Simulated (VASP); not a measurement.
Here is a VASP 6.6.1 calculation.

Contents of INCAR:

```
SYSTEM = MgO
ALGO = Normal
EDIFF = 1E-6
ENCUT = 600
GGA = PE
GGA_COMPAT = .False.
ISIF = 2
ISMEAR = 0
LASPH = .True.
LCHARG = .False.
LREAL = .False.
LWAVE = .False.
NBANDS = 11
NELM = 120
PREC = Accurate
SIGMA = 0.01
```

File KPOINTS:

```
k-points
0
Gamma
  9 9 9
  0 0 0
```

File POSCAR:

```
MgO
1.0
    0.0000000000      2.1130000000      2.1130000000
    2.1130000000      0.0000000000      2.1130000000
    2.1130000000      2.1130000000      0.0000000000
Mg O
1 1
Direct
    0.0000000000      0.0000000000      0.0000000000
    0.5000000000      0.5000000000      0.5000000000
```

Potentials or basis: VASP PAW PBE potentials, release 64 (Mg, O).

Run with:

```bash
$ cat potpaw_PBE.64/Mg/POTCAR potpaw_PBE.64/O/POTCAR > POTCAR
$ mpirun -np 1 vasp_std > vasp.out
```

(1) Predict the band gap on the k mesh.

(2) Predict the pressure.

Answers

(1) 4.63 eV, direct.

(2) 2.1 GPa.

**The experiment to reproduce.**

From “Electronic structure of alkaline earth and post-transition metal oxides”, 2009, arxiv:0908.1581, for a bulk crystal of MgO: band gap 7.83 eV.

A measured gap of MgO is 7.83 eV (quoted in “Electronic structure of alkaline earth and post-transition metal oxides”, 2009, arxiv:0908.1581); the calculated 4.63 eV misses it by -3.20 eV. The value is that of PBE, without temperature or zero-point motion. Semilocal functionals fall short of measured gaps as a rule.
